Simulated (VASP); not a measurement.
# AlN (P6_3mc) in VASP: settings compared, part 2 of 2

VASP 6.6.1. The steps go on from the part before.

## 5. Single point, r2SCAN

The input, POSCAR:

```
AlN
1.0
    3.1066945035      0.0000000000      0.0000000000
   -1.5533472517      2.6904763619      0.0000000000
    0.0000000000      0.0000000000      4.9785885504
Al N
2 2
Direct
    0.3333333333      0.6666666667     -0.0007956040
    0.6666666667      0.3333333333      0.4992043960
    0.3333333333      0.6666666667      0.3807956040
    0.6666666667      0.3333333333      0.8807956040
```

The input, INCAR.step1:

```
PREC     = Accurate       # precision mode
ENCUT    = 520            # plane-wave cutoff, eV
ISMEAR   = 0              # smearing method
SIGMA    = 0.01           # smearing width, eV
LREAL    = F              # projectors in reciprocal space
LASPH    = T              # aspherical terms in the spheres
NELM     = 60             # most SCF steps
NBANDS   = 16             # bands
GGA      = PE             # functional
ALGO     = Normal         # electronic algorithm
EDIFF    = 1E-4           # SCF threshold, eV
LWAVE    = T              # write WAVECAR
LCHARG   = F              # write CHGCAR
```

The input, INCAR.step2:

```
PREC     = Accurate       # precision mode
ENCUT    = 520            # plane-wave cutoff, eV
EDIFF    = 1E-7           # SCF threshold, eV
ISMEAR   = 0              # smearing method
SIGMA    = 0.01           # smearing width, eV
LREAL    = F              # projectors in reciprocal space
LASPH    = T              # aspherical terms in the spheres
NELM     = 60             # most SCF steps
ALGO     = Normal         # electronic algorithm
ISIF     = 2              # what is computed and relaxed
LWAVE    = F              # write WAVECAR
LCHARG   = F              # write CHGCAR
METAGGA  = R2SCAN         # meta-GGA
LMIXTAU  = T            
NBANDS   = 16             # bands
ISTART   = 1
```

The input, KPOINTS:

```
regular mesh
0
Gamma
  12 12 6
```

Potentials or basis: VASP PAW PBE potentials, release 64 (Al, N).

The run is started by

```sh
$ cat potpaw_PBE.64/Al/POTCAR potpaw_PBE.64/N/POTCAR > POTCAR
$ cp INCAR.step1 INCAR
$ mpirun -np 1 vasp_std > vasp.out
$ cp INCAR.step2 INCAR
$ mpirun -np 1 vasp_std > vasp.out
```

OUTCAR:

```text
PREC = Accurate
   ENCUT = 520
   EDIFF = 1E-7
   ISMEAR = 0
   LREAL = F
   LASPH = T
   NELM = 60
   ISIF = 2
   METAGGA = R2SCAN
   ISTART = 1

 ion  position               nearest neighbor table
   1  0.333  0.667  0.999-   4 1.89   4 1.89   4 1.89   3 1.90   2 3.07   2 3.07   2 3.07   2 3.07
                             2 3.07   2 3.07
   2  0.667  0.333  0.499-   3 1.89   3 1.89   3 1.89   4 1.90   1 3.07   1 3.07   1 3.07   1 3.07
                             1 3.07   1 3.07
   3  0.333  0.667  0.381-   2 1.89   2 1.89   2 1.89   1 1.90
   4  0.667  0.333  0.881-   1 1.89   1 1.89   1 1.89   2 1.90

  LATTYP: Found a hexagonal cell.
 ALAT       =     3.1066945035
 C/A-ratio  =     1.6025356033

  Lattice vectors:

 A1 = (   3.1066945035,   0.0000000000,   0.0000000000)
 A2 = (  -1.5533472517,   2.6904763619,   0.0000000000)
 A3 = (   0.0000000000,   0.0000000000,   4.9785885504)

Analysis of symmetry for initial positions (statically):
=====================================================================
 Subroutine PRICEL returns:
 Original cell was already a primitive cell.

 Routine SETGRP: Setting up the symmetry group for a
 hexagonal supercell.

 Subroutine GETGRP returns: Found 12 space group operations
[... 171 lines left out ...]

 E-fermi :   6.0394     XC(G=0): -11.4167

 val. band max:        5.9173973983   @ k =   0.0000   0.0000   0.0000
 cond. band min:      10.8380210900   @ k =   0.0000   0.0000   0.0000
 fundamental gap:      4.9206236917
 Fermi energy:         6.0394063886

 k-point     1 :       0.0000    0.0000    0.0000
  band No.  band energies     occupation
      1     -10.0626      2.00000
      2      -7.9408      2.00000
      3      -0.1517      2.00000
      4       5.0336      2.00000
      5       5.0336      2.00000
      6       5.6943      2.00000
[... 433 lines left out ...]
      3       0.9527      2.00000
      4       1.9310      2.00000
      5       2.5409      2.00000
      6       4.1067      2.00000
[... 8 lines left out ...]
     15      19.4227      0.00000
     16      21.3270      0.00000

 [... further k-points ...]
[... 5 lines left out ...]
  --------------------------------------------------------------------------------------
  -------------------------------------------------------------------------------------
  Total       -0.1023136     -0.1023136     -0.0953811     -0.0000000      0.0000000      0.0000000
  in kB       -3.9392162     -3.9392162     -3.6723080     -0.0000000      0.0000000      0.0000000
  external PRESSURE =      -3.8502468 kB  Pullay stress =       0.0000000 kB

 VOLUME and BASIS-vectors are now :
 -----------------------------------------------------------------------------
  energy-cutoff  :      520.00
  volume of cell :       41.61
      direct lattice vectors                 reciprocal lattice vectors
     3.106694503  0.000000000  0.000000000     0.321885528  0.185840696  0.000000000
    -1.553347252  2.690476362  0.000000000     0.000000000  0.371681392  0.000000000
     0.000000000  0.000000000  4.978588550     0.000000000  0.000000000  0.200860141

 POSITION                                       TOTAL-FORCE (eV/Angst)
 -----------------------------------------------------------------------------------
     -0.00000      1.79365      4.97463        -0.000000      0.000000     -0.003247
      1.55335      0.89683      2.48533         0.000000      0.000000     -0.003247
     -0.00000      1.79365      1.89582        -0.000000     -0.000000      0.003247
      1.55335      0.89683      4.38512         0.000000      0.000000      0.003247
 -----------------------------------------------------------------------------------
    total drift:                               -0.000000     -0.000000     -0.025623

  FREE ENERGIE OF THE ION-ELECTRON SYSTEM (eV)
  ---------------------------------------------------
  free  energy   TOTEN  =       -38.4564627185 eV

  energy  without entropy=      -38.4564627185  energy(sigma->0) =      -38.45646272
```

OUTCAR.step1:

```text
PREC = Accurate
   ENCUT = 520
   ISMEAR = 0
   LREAL = F
[... 690 lines left out ...]
     -0.00000      1.79365      4.97463        -0.000000      0.000000     -0.008940
      1.55335      0.89683      2.48533         0.000000     -0.000000     -0.008940
     -0.00000      1.79365      1.89582        -0.000000      0.000000      0.008940
      1.55335      0.89683      4.38512         0.000000     -0.000000      0.008940
 -----------------------------------------------------------------------------------
    total drift:                               -0.000000      0.000000     -0.001000

  FREE ENERGIE OF THE ION-ELECTRON SYSTEM (eV)
  ---------------------------------------------------
  free  energy   TOTEN  =       -29.7678499617 eV

  energy  without entropy=      -29.7678499617  energy(sigma->0) =      -29.76784996
```

OSZICAR.step1:

```text
N       E                     dE             d eps       ncg     rms          rms(c)
DAV:   1     0.408911933944E+02    0.40891E+02   -0.73407E+03  2440   0.899E+02
DAV:   2    -0.310419240749E+02   -0.71933E+02   -0.65896E+02  3440   0.187E+02
DAV:   3    -0.345094839297E+02   -0.34676E+01   -0.34572E+01  3032   0.422E+01
DAV:   4    -0.345303926640E+02   -0.20909E-01   -0.20908E-01  3016   0.372E+00
DAV:   5    -0.345306694541E+02   -0.27679E-03   -0.27679E-03  3096   0.428E-01    0.122E+01
DAV:   6    -0.297563274126E+02    0.47743E+01   -0.10670E+01  2904   0.237E+01    0.417E+00
DAV:   7    -0.297796218976E+02   -0.23294E-01   -0.68394E-01  2608   0.582E+00    0.296E+00
DAV:   8    -0.297723351425E+02    0.72868E-02   -0.60134E-02  2752   0.225E+00    0.591E-01
DAV:   9    -0.297673107963E+02    0.50243E-02   -0.12220E-02  3224   0.816E-01    0.246E-01
DAV:  10    -0.297679311842E+02   -0.62039E-03   -0.22499E-03  2688   0.299E-01    0.132E-01
DAV:  11    -0.297678499617E+02    0.81223E-04   -0.17442E-04  2192   0.102E-01
   1 F= -.29767850E+02 E0= -.29767850E+02  d E =-.597240E-33
```

Wall time 2.3 min (1 thread of Intel Xeon Platinum 8375C at 2.90GHz (Ice Lake), shared host); peak memory 0.18 GiB.

Results:

| Quantity | Value |
| --- | --- |
| Free energy | -38.4565 eV |
| Pressure | -0.4 GPa |
| Largest force | 0.003 eV/Å |
| Band gap on the k mesh | 4.92 eV, direct |

Forces on the atoms (eV/Å):
```
Al   0.000  0.000 -0.003
Al   0.000  0.000 -0.003
N    0.000  0.000  0.003
N    0.000  0.000  0.003
```

Levels at points of the mesh, in eV from the valence-band top:
| k point | band 6 | band 7 | band 8 | band 9 | band 10 | band 11 |
| --- | --- | --- | --- | --- | --- | --- |
| (0.00, 0.00, 0.00) | -0.22 | -0.22 | 0.00 | 4.92 | 7.54 | 11.62 |
| (0.50, 0.00, 0.00) | -2.14 | -1.77 | -0.71 | 6.45 | 6.56 | 9.05 |
| (0.00, 0.00, 0.50) | -0.56 | -0.56 | -0.56 | 7.26 | 7.26 | 11.32 |
| (0.50, 0.00, 0.50) | -1.50 | -1.39 | -1.39 | 6.00 | 6.00 | 10.15 |

Caveat: the PAW data sets were made with another functional, which shifts forces and pressure a little.

## 6. Overview

```csv
level,potentials or basis,k mesh,gap on the mesh (eV),pressure (GPa)
PBE,"VASP PAW PBE potentials, release 64 (Al, N)",6 × 6 × 4,4.24,4.4
r2SCAN,"VASP PAW PBE potentials, release 64 (Al, N)",6 × 6 × 4,4.92,-0.4
LDA,"VASP PAW LDA potentials, release 64 (Al, N)",12 × 12 × 6,4.27,-3.2
r2SCAN,"VASP PAW PBE potentials, release 64 (Al, N)",12 × 12 × 6,4.92,-0.4
```

Alike in all rows: task single point; no spin polarisation; cell as given; cutoff (eV) 520; smearing gaussian 0.01 eV.

Caveats: the PAW data sets were made with another functional, which shifts forces and pressure a little (some runs).

Total energies depend on the potentials used, so only differences within one code and one set of settings carry meaning.

## 7. How close it comes

Step 3. Against the measured gap of AlN, 6.0343 eV (an exciton energy, a little under the gap; 0 K; quoted in “Structural and optical properties of self-assembled AlN nanowires grown on SiO2/Si substrates by molecular beam epitaxy”, 2024, arxiv:2402.00216), the calculated 4.92 eV is off by -1.11 eV. 2 values of this kind are on record (6.034 to 6.0343 eV); this one was drawn at random. The value is that of r2SCAN, without temperature or zero-point motion.

Step 5. Against the measured gap of AlN, 6.0343 eV (an exciton energy, a little under the gap; 0 K; quoted in “Structural and optical properties of self-assembled AlN nanowires grown on SiO2/Si substrates by molecular beam epitaxy”, 2024, arxiv:2402.00216), the calculated 4.92 eV is off by -1.11 eV. 2 values of this kind are on record (6.034 to 6.0343 eV); this one was drawn at random. The value is that of r2SCAN on a finite k mesh, which can miss the band edges, without temperature or zero-point motion.
